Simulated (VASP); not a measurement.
P, 1 atom in the cell. Symmetry: P4/mmm, No. 123, tetragonal system. Conventional cell: a = 4.145 Å, b = 4.145 Å, c = 4.509 Å, α = 90.00°, β = 90.00°, γ = 90.00°. P (site symmetry 4/mmm) has 6 P at 4.14 to 4.51 Å within 5.4 Å.  This cell differs from its parent crystal: strain -0.030 along x and y, +0.030 along z.

| Property | Result |
| --- | --- |
| Program | VASP 6.6.1 |
| Task | single point |
| Functional | PBEsol |
| Dispersion | D3(BJ) |
| Potentials or basis | VASP PAW PBE potentials, release 64 (P) |
| Cutoff | 520 eV |
| k mesh | 12 × 12 × 12 |
| Occupations | gaussian, width 0.15 eV |
| Spin | no spin polarisation |
| Dipole correction | no |
| Further INCAR settings | ALGO = Normal; EDIFF = 1e-07; NBANDS = 8 |

Potentials or basis: VASP PAW PBE potentials, release 64 (P).

Launch:

```bash
$ cat potpaw_PBE.64/P/POTCAR > POTCAR
$ mpirun -np 1 vasp_std > vasp.out
```

Hardware: 1 thread of Intel(R) Xeon(R) 6975P-C (Granite Rapids), on a shared host.

How long does it take, and how much memory?

It took 39 s on 1 thread of Intel(R) Xeon(R) 6975P-C (Granite Rapids), with other jobs on the host, peak memory 0.25 GiB. Counts: scf iterations 12, k points 196.
